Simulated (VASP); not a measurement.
Input of a VASP 6.6.1 run:

Contents of INCAR:

```
PREC = Accurate ; ENCUT = 520
EDIFF = 1E-6 ; ISMEAR = -1
SIGMA = 0.05 ; LREAL = False
LASPH = True ; NELM = 150
ALGO = Normal ; ISIF = 2
LWAVE = False ; LCHARG = False
ISPIN = 2 ; MAGMOM = 0.8 0.8
LORBIT = 11 ; LMAXMIX = 4
GGA = RP ; NBANDS = 21
```

Contents of KPOINTS:

```
Automatic mesh
0
Gamma
  11 11 11
```

File POSCAR:

```
Ni
1.0
    0.0000000000      2.5819779920      2.5819779920
    2.5819779920      0.0000000000      2.5819779920
    2.5819779920      2.5819779920      0.0000000000
Ni
2
Direct
    0.1250000000      0.1250000000      0.1250000000
    0.8750000000      0.8750000000      0.8750000000
```

Potentials or basis: VASP PAW PBE potentials, release 64 (Ni).

Run with:

```sh
$ cat potpaw_PBE.64/Ni/POTCAR > POTCAR
$ mpirun -np 1 vasp_std > vasp.out
```

(1) Estimate the site moments.

(2) Predict the pressure.

(3) What does it give for the net moment?

Results:

(1) Ni +0.81 μB.

(2) 0.1 GPa.

(3) 1.61 μB per cell.

Caveat: the PAW data sets were made with another functional, which shifts forces and pressure a little.
